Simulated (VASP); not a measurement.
Wanted: the native input for a VASP 6.6.1 run.

```yaml
Task: single point
Functional: PBE
Potentials_or_basis: VASP PAW PBE potentials, release 64 (Zn, O)
Cutoff: 520 eV
k_mesh: 12 × 12 × 6
Occupations: gaussian, width 0.02 eV
Spin: no spin polarisation
Dipole_correction: no
Further_INCAR_settings: ALGO = Normal; EDIFF = 1e-06; NBANDS = 26
```

The structure of ZnO lies in POSCAR:

```
ZnO
1.0
    3.2629938056      0.0000000000      0.0000000000
   -1.6314969028      2.8258355280      0.0000000000
    0.0000000000      0.0000000000      5.3990978281
Zn O
2 2
Direct
    0.6666666667      0.3333333333      0.5006044108
    0.3333333333      0.6666666667      0.0006044108
    0.6666666667      0.3333333333      0.8797055892
    0.3333333333      0.6666666667      0.3797055892
```

This cell differs from its parent crystal: uniaxial strain along c: +2.0 %.

The input as run:

INCAR

```
PREC     = Accurate       # precision mode
ENCUT    = 520            # plane-wave cutoff, eV
EDIFF    = 1E-6           # SCF threshold, eV
ISMEAR   = 0              # smearing method
SIGMA    = 0.02           # smearing width, eV
LREAL    = False          # projectors in reciprocal space
LASPH    = True           # aspherical terms in the spheres
NELM     = 100            # most SCF steps
ALGO     = Normal         # electronic algorithm
ISIF     = 2              # what is computed and relaxed
LWAVE    = False          # write WAVECAR
LCHARG   = False          # write CHGCAR
GGA      = PE             # functional
NBANDS   = 26             # bands
```

KPOINTS

```
regular mesh
0
Gamma
  12 12 6
```

Potentials or basis: VASP PAW PBE potentials, release 64 (Zn, O).

Run with:

```bash
$ cat potpaw_PBE.64/Zn/POTCAR potpaw_PBE.64/O/POTCAR > POTCAR
$ mpirun -np 1 vasp_std > vasp.out
```

Results of the run:

- Pressure: -0.2 GPa
- Largest force: 0.165 eV/Å
- Band gap on the k mesh: 0.68 eV, direct

Caveat: the cell differs from its parent crystal (uniaxial strain along c: +2.0 %).

It took 30 s on 1 thread of Intel(R) Xeon(R) 6975P-C (Granite Rapids), on a shared host, peak memory 0.21 GiB.
